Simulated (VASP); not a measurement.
Set up this calculation in VASP 6.6.1, as the native input.

- Task: single point
- Functional: r2SCAN
- Potentials or basis: VASP PAW PBE potentials, release 64 (Sb, Mn_pv)
- Cutoff: 520 eV
- k mesh: 7 × 7 × 5
- Occupations: fermi-dirac, width 0.05 eV
- Spin: collinear spin, ferromagnetic start
- Starting moments: [0.0, 0.0, 4.0, 4.0] μB
- Hubbard terms: Mn d U = 7.0 eV
- Dipole correction: no
- Further INCAR settings: ALGO = Normal; EDIFF = 1e-06; NBANDS = 30

The system is MnSb.

```
Sb Mn
1.0
     4.15000    0.00000    0.00000
    -2.07500    3.59401    0.00000
     0.00000    0.00000    5.78000
Sb Mn
2 2
Direct
  0.66667 0.33333 0.75000
  0.33333 0.66667 0.25000
  0.00000 0.00000 0.50000
  0.00000 0.00000 0.00000
```

One way to write it, as run:

POSCAR

```
MnSb
1.0
    4.1500000000      0.0000000000      0.0000000000
   -2.0750000000      3.5940054257      0.0000000000
    0.0000000000      0.0000000000      5.7800000000
Sb Mn
2 2
Direct
    0.6666666667      0.3333333333      0.7500000000
    0.3333333333      0.6666666667      0.2500000000
    0.0000000000      0.0000000000      0.5000000000
    0.0000000000      0.0000000000      0.0000000000
```

INCAR.step1

```
SYSTEM = MnSb
ALGO = Normal
EDIFF = 1E-4
ENCUT = 520
GGA = PE
ISMEAR = -1
ISPIN = 2
LASPH = .True.
LCHARG = .False.
LDAU = .True.
LDAUJ = 0 0
LDAUL = -1 2
LDAUTYPE = 2
LDAUU = 0 7
LMAXMIX = 4
LREAL = .False.
LWAVE = .True.
MAGMOM = 0 0 4 4
NBANDS = 30
NELM = 150
PREC = Accurate
SIGMA = 0.05
```

INCAR.step2

```
SYSTEM = MnSb
ALGO = Normal
EDIFF = 1E-6
ENCUT = 520
ISIF = 2
ISMEAR = -1
ISPIN = 2
ISTART = 1
LASPH = .True.
LCHARG = .False.
LDAU = .True.
LDAUJ = 0 0
LDAUL = -1 2
LDAUPRINT = 1
LDAUTYPE = 2
LDAUU = 0 7
LMAXMIX = 4
LMIXTAU = .True.
LORBIT = 11
LREAL = .False.
LWAVE = .False.
MAGMOM = 0 0 4 4
METAGGA = R2SCAN
NBANDS = 30
NELM = 150
PREC = Accurate
SIGMA = 0.05
```

KPOINTS

```
k-points
0
Gamma
  7 7 5
  0 0 0
```

Potentials or basis: VASP PAW PBE potentials, release 64 (Sb, Mn_pv).

Run with:

```console
$ cat potpaw_PBE.64/Sb/POTCAR potpaw_PBE.64/Mn_pv/POTCAR > POTCAR
$ cp INCAR.step1 INCAR
$ mpirun -np 1 vasp_std > vasp.out
$ cp INCAR.step2 INCAR
$ mpirun -np 1 vasp_std > vasp.out
```

Results of the run:

```yaml
Pressure: 12.8 GPa
Net_moment: 8.28 μB per cell
Site_moments: Sb -0.31; Mn +4.52 μB
Valence_electrons_inside_the_program's_atomic_spheres: Sb 2.56; Mn 11.44
```

Caveat: the cell stands under pressure; the PAW data sets were made with another functional, which shifts forces and pressure a little; only a ferromagnetic start was run, and an antiferromagnetic order may lie lower in energy; the U is typed as a test and isn't derived for this compound.

It took 10 min on 1 thread of Oxide Virtual Turin-like Processor, with other jobs on the host, peak memory 0.29 GiB.
